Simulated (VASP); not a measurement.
A run of VASP 6.6.1 is set up as follows.

INCAR

```
SYSTEM = ScB2
PREC = Accurate
ENCUT = 520
EDIFF = 1E-6
ISMEAR = -1
SIGMA = 0.05
LREAL = .FALSE.
LASPH = .TRUE.
NELM = 100
ALGO = Normal
ISIF = 2
LWAVE = .FALSE.
LCHARG = .TRUE.
GGA = PS
LELF = .TRUE.
LVHAR = .TRUE.
NBANDS = 16
```

KPOINTS

```
Automatic mesh
0
G
  11 11 8
  0 0 0
```

File POSCAR:

```
ScB2
1.0
    3.1500000000      0.0000000000      0.0000000000
   -1.5750000000      2.7279800000      0.0000000000
    0.0000000000      0.0000000000      3.5200000000
Sc B
1 2
Direct
    0.0000000000      0.0000000000      0.0000000000
    0.3333333333      0.6666666667      0.5000000000
    0.6666666667      0.3333333333      0.5000000000
```

Potentials or basis: VASP PAW PBE potentials, release 64 (Sc_sv, B).

Run with:

```sh
$ cat potpaw_PBE.64/Sc_sv/POTCAR potpaw_PBE.64/B/POTCAR > POTCAR
$ mpirun -np 1 vasp_std > vasp.out
```

Predict the pressure.

-4.4 GPa.

Stress tensor (GPa, compression positive):
```
-4.42  0.00  0.00
 0.00 -4.42  0.00
 0.00  0.00 -4.22
```

Caveat: the PAW data sets were made with another functional, which shifts forces and pressure a little.
